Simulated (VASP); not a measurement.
# P in VASP: single point with PBE+D3(BJ)

Aim: the single point of P with PBE+D3(BJ).

Everything below comes from runs of VASP 6.6.1. Logs are shortened: lines on timing, memory, paths and dates and some standing lists are left out, and cuts for length are marked.

## Step 1: The cell of the first run

The cell holds a slab with vacuum, 8 atoms: a = 3.296 Å, b = 4.439 Å, c = 21.746 Å, α = 90.00°, β = 90.00°, γ = 90.00°.

## Step 2: Single point, PBE+D3(BJ) (layers slid over each other)

INCAR reads:

```
ALGO     = Normal         # electronic algorithm
DIPOL    = 0.5 0.5 0.390
EDIFF    = 1E-6           # SCF threshold, eV
ENCUT    = 520            # plane-wave cutoff, eV
GGA      = PE             # functional
IDIPOL   = 3            
ISIF     = 2              # what is computed and relaxed
ISMEAR   = 0              # smearing method
IVDW     = 12             # dispersion correction
LASPH    = True           # aspherical terms in the spheres
LCHARG   = False          # write CHGCAR
LDIPOL   = True         
LREAL    = False          # projectors in reciprocal space
LWAVE    = False          # write WAVECAR
NBANDS   = 30             # bands
NELM     = 100            # most SCF steps
PREC     = Accurate       # precision mode
SIGMA    = 0.05           # smearing width, eV
```

KPOINTS reads:

```
k-points
0
Gamma
  8 6 1
```

POSCAR reads:

```
P
1.0
    3.2961869629      0.0000000000      0.0000000000
    0.0000000000      4.4391557027      0.0000000000
    0.0000000000      0.0000000000     21.7461973615
P
8
Direct
    0.5000000000      0.9174951453      0.2069327306
    0.0000000000      0.5825048547      0.2069327306
    0.5000000000      0.0825048547      0.3045635322
    0.0000000000      0.4174951453      0.3045635322
    1.0000000000      0.0825048547      0.4751680723
    1.5000000000      0.4174951453      0.4751680723
    1.0000000000      0.9174951453      0.5727988740
    1.5000000000      0.5825048547      0.5727988740
```

Potentials or basis: VASP PAW PBE potentials, release 64 (P).

The run is started by

```
cat potpaw_PBE.64/P/POTCAR > POTCAR
mpirun -np 1 vasp_std > vasp.out
```

OUTCAR:

```text
EDIFF = 1E-6
   ENCUT = 520
   GGA = PE
   ISIF = 2
   ISMEAR = 0
   IVDW = 12
   LASPH = True
   LREAL = False
   NELM = 100
   PREC = Accurate
 IVDW          = 12

 ion  position               nearest neighbor table
   1  0.500  0.917  0.207-   2 2.22   2 2.22   3 2.25
   2  0.000  0.583  0.207-   1 2.22   1 2.22   4 2.25
   3  0.500  0.083  0.305-   4 2.22   4 2.22   1 2.25
   4  0.000  0.417  0.305-   3 2.22   3 2.22   2 2.25
   5  0.000  0.083  0.475-   6 2.22   6 2.22   7 2.25
   6  0.500  0.417  0.475-   5 2.22   5 2.22   8 2.25
   7  0.000  0.917  0.573-   8 2.22   8 2.22   5 2.25
   8  0.500  0.583  0.573-   7 2.22   7 2.22   6 2.25

  LATTYP: Found a simple orthorhombic cell.
 ALAT       =     3.2961869629
 B/A-ratio  =     1.3467548269
 C/A-ratio  =     6.5973798229

  Lattice vectors:

 A1 = (   3.2961869629,   0.0000000000,   0.0000000000)
 A2 = (   0.0000000000,   4.4391557027,   0.0000000000)
 A3 = (   0.0000000000,   0.0000000000,  21.7461973615)

Analysis of symmetry for initial positions (statically):
=====================================================================
 Subroutine PRICEL returns:
 Original cell was already a primitive cell.

 Routine SETGRP: Setting up the symmetry group for a
 simple orthorhombic supercell.

 Subroutine GETGRP returns: Found  8 space group operations
 (whereof  2 operations were pure point group operations)
 out of a pool of  8 trial point group operations.

The static configuration has the point symmetry C_1h.
 The point group associated with its full space group is D_2h.

Analysis of symmetry for dynamics (positions and initial velocities):
=====================================================================
 Subroutine PRICEL returns:
 Original cell was already a primitive cell.

 Routine SETGRP: Setting up the symmetry group for a
 simple orthorhombic supercell.

 Subroutine GETGRP returns: Found  8 space group operations
 (whereof  2 operations were pure point group operations)
 out of a pool of  8 trial point group operations.

The dynamic configuration has the point symmetry C_1h.
 The point group associated with its full space group is D_2h.

 Subroutine INISYM returns: Found  8 space group operations
 (whereof  2 operations are pure point group operations),
 and found     1 'primitive' translations

----------------------------------------------------------------------------------------

                                     Primitive cell

  volume of cell :     318.1966

  direct lattice vectors                    reciprocal lattice vectors
     3.296186963  0.000000000  0.000000000     0.303380849  0.000000000  0.000000000
     0.000000000  4.439155703  0.000000000     0.000000000  0.225268062  0.000000000
     0.000000000  0.000000000 21.746197361     0.000000000  0.000000000  0.045985051

  length of vectors
     3.296186963  4.439155703 21.746197361     0.303380849  0.225268062  0.045985051

  position of ions in fractional coordinates (direct lattice)
     0.500000000  0.917495145  0.206932731
     0.000000000  0.582504855  0.206932731
     0.500000000  0.082504855  0.304563532
     0.000000000  0.417495145  0.304563532
     0.000000000  0.082504855  0.475168072
     0.500000000  0.417495145  0.475168072
     0.000000000  0.917495145  0.572798874
     0.500000000  0.582504855  0.572798874

  ion indices of the primitive-cell ions
   primitive index   ion index
                 1           1
                 2           2
                 3           3
                 4           4
                 5           5
                 6           6
                 7           7
                 8           8

----------------------------------------------------------------------------------------

 KPOINTS: k-points

Automatic generation of k-mesh.
 Grid dimensions read from file:
 generate k-points for:    8    6    1

 Generating k-lattice:

  Cartesian coordinates                     Fractional coordinates (reciprocal lattice)
     0.037922606  0.000000000  0.000000000     0.125000000  0.000000000  0.000000000
     0.000000000  0.037544677  0.000000000     0.000000000  0.166666667  0.000000000
     0.000000000  0.000000000  0.045985051     0.000000000  0.000000000  1.000000000

  Length of vectors
     0.037922606  0.037544677  0.045985051

  Shift w.r.t. Gamma in fractional coordinates (k-lattice)
     0.000000000  0.000000000  0.000000000

 Subroutine IBZKPT returns following result:
 ===========================================

 Found     20 irreducible k-points:

 Following reciprocal coordinates:
            Coordinates               Weight
  0.000000  0.000000  0.000000      1.000000
  0.125000  0.000000  0.000000      2.000000
  0.250000  0.000000  0.000000      2.000000
  0.375000  0.000000  0.000000      2.000000
  0.500000  0.000000  0.000000      1.000000
  0.000000  0.166667  0.000000      2.000000
[... 12 lines left out ...]
  0.375000  0.500000  0.000000      2.000000
  0.500000  0.500000  0.000000      1.000000
   k-points           NKPTS =     20   k-points in BZ     NKDIM =     20   number of bands    NBANDS=     30
   number of dos      NEDOS =    301   number of ions     NIONS =      8
   total plane-waves  NPLWV = 163296
   dimension x,y,z NGX =    28 NGY =   36 NGZ =  162
   dimension x,y,z NGXF=    56 NGYF=   72 NGZF=  324
   ions per type =               8
   NGX,Y,Z   is equivalent  to a cutoff of  14.12, 13.48, 12.38 a.u.
   NGXF,Y,Z  is equivalent  to a cutoff of  28.24, 26.96, 24.77 a.u.
 SYSTEM =  unknown system
   PREC   = accura    normal or accurate (medium, high low for compatibility)
   ISTART =      0    job   : 0-new  1-cont  2-samecut
   ICHARG =      2    charge: 1-file 2-atom 10-const
   ISPIN  =      1    spin polarized calculation?
   LNONCOLLINEAR =      F non collinear calculations
   LSORBIT =      F    spin-orbit coupling
   LASPH  =      T    aspherical Exc in radial PAW
   ENCUT  =  520.0 eV  38.22 Ry    6.18 a.u.   6.13  8.25 40.43*2*pi/ulx,y,z
   NELM   =    100;   NELMIN=  2; NELMDL= -5     # of ELM steps
   EDIFF  = 0.1E-05   stopping-criterion for ELM
   LREAL  =      F    real-space projection
   EDIFFG = 0.1E-04   stopping-criterion for IOM
   NSW    =      0    number of steps for IOM
   IBRION =     -1    ionic relax: 0-MD 1-quasi-New 2-CG
   NFREE  =      0    steps in history (QN), initial steepest desc. (CG)
   ISIF   =      2    stress and relaxation
   ISYM   =      2    0-nonsym 1-usesym 2-fastsym
   POTIM  = 0.5000    time-step for ionic-motion
   TEBEG  =    0.0;   TEEND  =   0.0 temperature during run
   PSTRESS=    0.0 pullay stress
   NELECT =      40.0000    total number of electrons
   NUPDOWN=      -1.0000    fix difference up-down
   EMIN   =  10.00;   EMAX   =-10.00  energy-range for DOS
   EFERMI =   0.00;   METHOD = LEGACY
   ISMEAR =     0;   SIGMA  =   0.05  broadening in eV -4-tet -1-fermi 0-gaus
   EFERMI_NEDOS =   21; number of points for ismear=-14 and -15
   IALGO  =     38    algorithm
   IMIX   =      4    mixing-type and parameters
     AMIX     =   0.40;   BMIX     =  1.00
     AMIX_MAG =   1.60;   BMIX_MAG =  1.00
  volume/ion in A,a.u.               =      39.77       268.41
  Fermi-wavevector in a.u.,A,eV,Ry     =   0.820093  1.549751  9.150627  0.672552
  Thomas-Fermi vector in A             =   1.931014
   LORBIT       =      0    0 simple, 1 ext, 2 COOP (PROOUT), +10 PAW based schemes
   GGA     = PE    functional components
   LHFCALC =     F    Hartree Fock is set to
   AEXX    =    0.0000 exact exchange contribution
   IVDW    =    12    specifies the selected vdW correction
   LEPSILON=     F    determine dielectric tensor
   LRPA    =     F    only Hartree local field effects (RPA)
 non-spin polarized calculation
 Gauss-broadening in eV      SIGMA  =   0.05
  energy-cutoff  :      520.00
  volume of cell :      318.20
 maximum number of plane-waves:      8606
 NGX is ok and might be reduce to    28
   NGX = 13   NGY = 17   NGZ = 81

 dipolmoment           0.000000      0.000000      0.000032 electrons x Angstroem

 number of electron      39.9999998 magnetization

 dipolmoment           0.000000      0.000000     -0.000000 electrons x Angstroem

 Free energy of the ion-electron system (eV)
  ---------------------------------------------------
  ext. energy  EPLUGINS =         0.00000000
  ---------------------------------------------------
  free energy    TOTEN  =       -42.91122052 eV

  energy without entropy =      -42.91116040  energy(sigma->0) =      -42.91119046

 E-fermi :   0.5866     XC(G=0):  -5.3085

 val. band max:        0.5004004746   @ k =   0.0000   0.0000   0.0000
 cond. band min:       0.6728243085   @ k =   0.0000   0.0000   0.0000
 fundamental gap:      0.1724238339
 Fermi energy:         0.5866124442

 k-point     1 :       0.0000    0.0000    0.0000
  band No.  band energies     occupation
      1     -14.8400      2.00000
      2     -14.7965      2.00000
      3     -12.2724      2.00000
      4     -12.1477      2.00000
      5      -8.7010      2.00000
      6      -8.6812      2.00000
[... 22 lines left out ...]
     29       4.5946      0.00000
     30       4.8666      0.00000

 k-point     2 :       0.1250    0.0000    0.0000
  band No.  band energies     occupation
      1     -14.6529      2.00000
      2     -14.6098      2.00000
      3     -12.0776      2.00000
      4     -11.9534      2.00000
      5      -8.8172      2.00000
      6      -8.8035      2.00000
[... 22 lines left out ...]
     29       4.8003      0.00000
     30       5.0464      0.00000

 k-point     3 :       0.2500    0.0000    0.0000
  band No.  band energies     occupation
      1     -14.0973      2.00000
      2     -14.0554      2.00000
      3     -11.4960      2.00000
      4     -11.3733      2.00000
      5      -9.4058      2.00000
      6      -9.4000      2.00000
[... 22 lines left out ...]
     29       4.9412      0.00000
     30       4.9958      0.00000

 k-point     4 :       0.3750    0.0000    0.0000
  band No.  band energies     occupation
      1     -13.1934      2.00000
      2     -13.1540      2.00000
      3     -10.6173      2.00000
      4     -10.5923      2.00000
      5     -10.5366      2.00000
      6     -10.4169      2.00000
[... 22 lines left out ...]
     29       3.5445      0.00000
     30       3.6528      0.00000

 k-point     5 :       0.5000    0.0000    0.0000
  band No.  band energies     occupation
      1     -11.9908      2.00000
      2     -11.9908      2.00000
      3     -11.9561      2.00000
      4     -11.9561      2.00000
      5      -9.2193      2.00000
      6      -9.2193      2.00000
[... 22 lines left out ...]
     29       3.5500      0.00000
     30       3.5500      0.00000
[... 394 lines left out ...]
     29       4.3858      0.00000
     30       4.4293      0.00000

 k-point    18 :       0.2500    0.5000    0.0000
  band No.  band energies     occupation
      1     -12.9424      2.00000
      2     -12.8869      2.00000
      3     -12.8846      2.00000
      4     -12.8446      2.00000
      5      -8.2044      2.00000
      6      -8.1567      2.00000
[... 22 lines left out ...]
     29       5.8999      0.00000
     30       5.9455      0.00000

 k-point    19 :       0.3750    0.5000    0.0000
  band No.  band energies     occupation
      1     -12.1528      2.00000
      2     -12.1061      2.00000
      3     -12.1057      2.00000
      4     -12.0721      2.00000
      5      -8.8476      2.00000
      6      -8.8459      2.00000
[... 22 lines left out ...]
     29       5.6293      0.00000
     30       5.9511      0.00000

 k-point    20 :       0.5000    0.5000    0.0000
  band No.  band energies     occupation
      1     -11.5631      2.00000
      2     -11.5631      2.00000
      3     -11.5351      2.00000
      4     -11.5351      2.00000
      5      -9.5412      2.00000
      6      -9.5412      2.00000
[... 22 lines left out ...]
     29       5.8633      0.00000
     30       5.8812      0.00000

------------------------ aborting loop because EDIFF is reached ----------------------------------------

 vacuum level on the upper side and lower side of the slab       (xc-potential included)        -0.117        -0.118

 Edisp (eV)   -2.28372

 E8    (eV) :    -0.8945

  FORCE on cell =-STRESS in cart. coord.  units (eV):
  Direction    XX          YY          ZZ          XY          YZ          ZX
  --------------------------------------------------------------------------------------
  -------------------------------------------------------------------------------------
  Total      -0.49905    -0.64505    -1.26064     0.00000    -0.00000     0.00000
  in kB      -2.51281    -3.24795    -6.34755     0.00000    -0.00000     0.00000
  external pressure =       -4.04 kB  Pullay stress =        0.00 kB

 VOLUME and BASIS-vectors are now :
 -----------------------------------------------------------------------------
  energy-cutoff  :      520.00
  volume of cell :      318.20
      direct lattice vectors                 reciprocal lattice vectors
     3.296186963  0.000000000  0.000000000     0.303380849  0.000000000  0.000000000
     0.000000000  4.439155703  0.000000000     0.000000000  0.225268062  0.000000000
     0.000000000  0.000000000 21.746197361     0.000000000  0.000000000  0.045985051

 POSITION                                       TOTAL-FORCE (eV/Angst)
 -----------------------------------------------------------------------------------
      1.64809      4.07290      4.50000         0.000000     -0.026400      0.057180
      0.00000      2.58583      4.50000         0.000000      0.026400      0.057180
      1.64809      0.36625      6.62310        -0.000000      0.008700      0.040316
      0.00000      1.85333      6.62310         0.000000     -0.008700      0.040316
      0.00000      0.36625     10.33310        -0.000000      0.008700     -0.040316
      1.64809      1.85333     10.33310         0.000000     -0.008700     -0.040316
      0.00000      4.07290     12.45620         0.000000     -0.026400     -0.057180
      1.64809      2.58583     12.45620         0.000000      0.026400     -0.057180
 -----------------------------------------------------------------------------------
    total drift:                               -0.000000     -0.000000      0.000020

  FREE ENERGIE OF THE ION-ELECTRON SYSTEM (eV)
  ---------------------------------------------------
  free  energy   TOTEN  =       -45.1949418782 eV

  energy  without entropy=      -45.1948817565  energy(sigma->0) =      -45.19491182

 vacuum level on the upper side and lower side of the slab         5.167         5.166
```

Wall time 8.3 min (1 thread of Intel Xeon 8259CL, shared host); peak memory 0.45 GiB.

Results:

* Free energy: -45.1949 eV
* Largest force: 0.063 eV/Å
* Band gap on the k mesh: 0.17 eV
* Dispersion energy per atom: -0.285 eV

Forces on the atoms (eV/Å):
```
P    0.000 -0.026  0.057
P    0.000  0.026  0.057
P    0.000  0.009  0.040
P    0.000 -0.009  0.040
P    0.000  0.009 -0.040
P    0.000 -0.009 -0.040
P    0.000 -0.026 -0.057
P    0.000  0.026 -0.057
```

Caveat: the cell differs from its parent crystal (layers slid over each other); semilocal functionals underestimate gaps, and a narrow one can read as zero.
